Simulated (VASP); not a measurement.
Tb, 1 atom in the cell. Symmetry: Fm-3m, No. 225, cubic system. Conventional cell: a = 5.037 Å, b = 5.037 Å, c = 5.037 Å, α = 90.00°, β = 90.00°, γ = 90.00°. Tb (site symmetry m-3m) has 12 Tb at 3.56 Å within 4.7 Å. 

- Program: VASP 6.6.1
- Task: single point
- Functional: PBE
- Potentials or basis: VASP PAW PBE potentials, release 64 (Tb)
- Cutoff: 520 eV
- k mesh: 8 × 8 × 8
- Occupations: gaussian, width 0.05 eV
- Spin: collinear spin, ferromagnetic start
- Starting moments: [6.0] μB
- Dipole correction: no
- Further INCAR settings: ALGO = Normal; EDIFF = 1e-06; NBANDS = 20

Potentials or basis: VASP PAW PBE potentials, release 64 (Tb).

Run with:

```bash
$ cat potpaw_PBE.64/Tb/POTCAR > POTCAR
$ mpirun -np 1 vasp_std > vasp.out
```

Hardware: 1 thread of Intel(R) Xeon(R) Platinum 8488C (Sapphire Rapids) (shared host).

Q: Estimate the wall time of this run.

A: Wall time 68 s on 1 thread of Intel(R) Xeon(R) Platinum 8488C (Sapphire Rapids) (shared host), peak memory 0.19 GiB. Counts: scf iterations 29, k points 29.
